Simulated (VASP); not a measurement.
Crystal: Cu.

```
CELL_PARAMETERS angstrom
2.53076 0.00000 0.00000
-1.26538 2.19171 0.00000
0.00000 0.00000 8.26182
ATOMIC_POSITIONS crystal
Cu 0.00000 0.00000 0.00000
Cu 0.33333 0.66667 0.25000
Cu 0.00000 0.00000 0.50000
Cu 0.66667 0.33333 0.75000
```

This isn't the form of Cu at room conditions, which is fcc.

| Property | Result |
| --- | --- |
| Program | VASP 6.6.1 |
| Task | relaxation of cell and atoms |
| Functional | BLYP |
| Dispersion | D3(BJ) |
| Potentials or basis | VASP PAW PBE potentials, release 64 (Cu) |
| Cutoff | 600 eV |
| k mesh | 11 × 11 × 3 |
| Occupations | fermi-dirac, width 0.05 eV |
| Spin | no spin polarisation |

At the start: pressure -4.3 GPa; volume 11.46 Å³/atom.

**Question.** Where does the relaxation end?

**Answer.** Over 6 steps the energy falls by 4.5 meV/atom and the volume is 11.15 Å³/atom (-2.7 %); space group P6_3/mmc (No. 194, to 0.1 Å) before and after.

The path:
```tsv
step	energy change (eV)	largest force (eV/Å)	pressure (GPa)	volume (Å³)
1	0.0000	0.0000	-4.26	45.83
2	-0.0103	0.0000	3.01	43.83
3	-0.0175	0.0000	-0.01	44.60
4	-0.0175	0.0000	0.23	44.57
5	-0.0181	0.0000	0.81	44.59
6	-0.0181	0.0000	0.20	44.61
```

Final structure:
```
Cu
1.0
     2.49886    0.00000    0.00000
    -1.24943    2.16408    0.00000
     0.00000    0.00000    8.24838
Cu
4
Direct
  0.00000 0.00000 0.00000
  0.33333 0.66667 0.25000
  0.00000 0.00000 0.50000
  0.66667 0.33333 0.75000
```

Caveat: the dispersion term is far too large for a dense solid, which distorts pressure and volume; the PAW data sets were made with another functional, which shifts forces and pressure a little.
